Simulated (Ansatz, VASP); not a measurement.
**One calculation of Ge2Sb2Te5, two programs**

```
CELL_PARAMETERS angstrom
4.19637 0.00000 0.00000
-2.09819 3.63416 0.00000
0.00000 0.00000 16.66633
ATOMIC_POSITIONS crystal
Ge 0.33333 0.66667 0.89934
Ge 0.66667 0.33333 0.10066
Sb 0.00000 0.00000 0.68156
Sb 0.00000 0.00000 0.31844
Te 0.00000 0.00000 0.00000
Te 0.66667 0.33333 0.80081
Te 0.33333 0.66667 0.19919
Te 0.33333 0.66667 0.57858
Te 0.66667 0.33333 0.42142
```

Alike in both runs: functional LDA; k mesh 10 × 10 × 2; occupations gaussian, width 0.05 eV; no spin polarisation.

Ansatz relaxed the structure, and its values are those at the end. VASP's run is a single point on that final structure, the one shown.

|  | VASP | Ansatz |
| --- | --- | --- |
| version | VASP 6.6.1 | Ansatz 0.2.0 |
| potentials or method | VASP PAW LDA potentials, release 64 (Ge_d, Sb, Te) | scalar-relativistic, plane waves, PAW |
| plane-wave cutoff (eV) | 520 | 420 |
| valence electrons in the cell | 68 | 138 |

Ansatz gave:

```
pressure (GPa)                     : 0.0
rms of the force components (eV/Å) : 0.001
```

Q: Estimate VASP's values.

A: Pressure (GPa): 0.1; rms of the force components (eV/Å): 0.018.

LDA's correlation is that of Perdew and Zunger in VASP and of Perdew and Wang (1992) in Ansatz. VASP's potentials hold 68 valence electrons a cell and Ansatz's 138, so a difference there can come from the potentials and not from the codes.

Spin-orbit coupling is off throughout.
